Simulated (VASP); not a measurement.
Write the native input for VASP 6.6.1 that does the following.

```yaml
Task: single point
Functional: PBEsol
Potentials_or_basis: VASP PAW PBE potentials, release 64 (Li_sv)
Cutoff: 520 eV
k_mesh: 8 × 8 × 10
Occupations: fermi-dirac, width 0.15 eV
Spin: no spin polarisation
Dipole_correction: no
Further_INCAR_settings: ALGO = Normal; EDIFF = 1e-06; NBANDS = 8
```

The structure of Li lies in POSCAR:

```
Li
1.0
    4.4398300000      0.0000000000      0.0000000000
   -2.2199200000      3.8450100000      0.0000000000
    0.0000000000      0.0000000000      2.9206000000
Li
1
Direct
    0.0000000000      0.0000000000      0.0000000000
```

This isn't the form of Li at room conditions, which is bcc.

One way to write it, as run:

INCAR

```
PREC = Accurate
ENCUT = 520
EDIFF = 1E-6
ISMEAR = -1
SIGMA = 0.15
LREAL = False
LASPH = True
NELM = 60
ALGO = Normal
ISIF = 2
LWAVE = False
LCHARG = True
GGA = PS
LELF = True
LVHAR = True
NBANDS = 8
```

KPOINTS

```
regular mesh
0
Gamma
  8 8 10
```

Potentials or basis: VASP PAW PBE potentials, release 64 (Li_sv).

Launch:

```bash
$ cat potpaw_PBE.64/Li_sv/POTCAR > POTCAR
$ mpirun -np 1 vasp_std > vasp.out
```

It gave:

```json
{
 "Band gap on the k mesh": "zero (an odd number of electrons rules out a gap without spin polarisation)"
}
```

Run time: 21 s on 1 thread of Intel(R) Xeon(R) Platinum 8175M CPU @ 2.50GHz (Skylake/Cascade Lake), with other jobs on the host, peak memory 0.17 GiB.
